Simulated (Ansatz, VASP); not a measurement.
# Two plane-wave programs on Al3BN2

```
Al B N
1.0
     2.41730    1.39563    3.81370
    -2.41730    1.39563    3.81370
     0.00000   -2.79125    3.81370
Al B N
3 1 2
Direct
  0.00000 0.50000 0.00000
  0.50000 0.00000 0.00000
  0.00000 0.00000 0.50000
  0.00000 0.00000 0.00000
  0.62348 0.62348 0.62348
  0.37652 0.37652 0.37652
```

Change from the starting cell: species swapped into the Dy2Al3Cu type (R-3m, No. 166).

Alike in both runs: task relaxation of cell and atoms; functional PBE; k mesh 3 × 3 × 3; occupations gaussian, width 0.15 eV; no spin polarisation.

|  | VASP | Ansatz |
| --- | --- | --- |
| version | VASP 6.6.1 | Ansatz 0.2.0 |
| potentials or method | VASP PAW PBE potentials, release 64 (Al, B, N), cutoff 600 eV | scalar-relativistic, plane waves, PAW |
| valence electrons in the cell | 22 | 22 |

|  | VASP | Ansatz | Ansatz less VASP |
| --- | --- | --- | --- |
| gap on the k mesh at the Fermi level, each at its own relaxed structure (eV) | 0.76 | 2.06 | +1.296 |
| relaxed volume (Å³/atom) | 10.92 | 13.06 | +2.144 |
| relaxed length of the cell vector where the two differ most in proportion (Å) | 4.031 | 4.296 | +0.2647 |

One of these differences is far larger than is usual between the two programs; its cause wasn't traced.

The k mesh is coarse, so the values compare programs but aren't converged. Noted on VASP's run: the volume moved by over 15 % at a fixed basis, so the end points are rough.
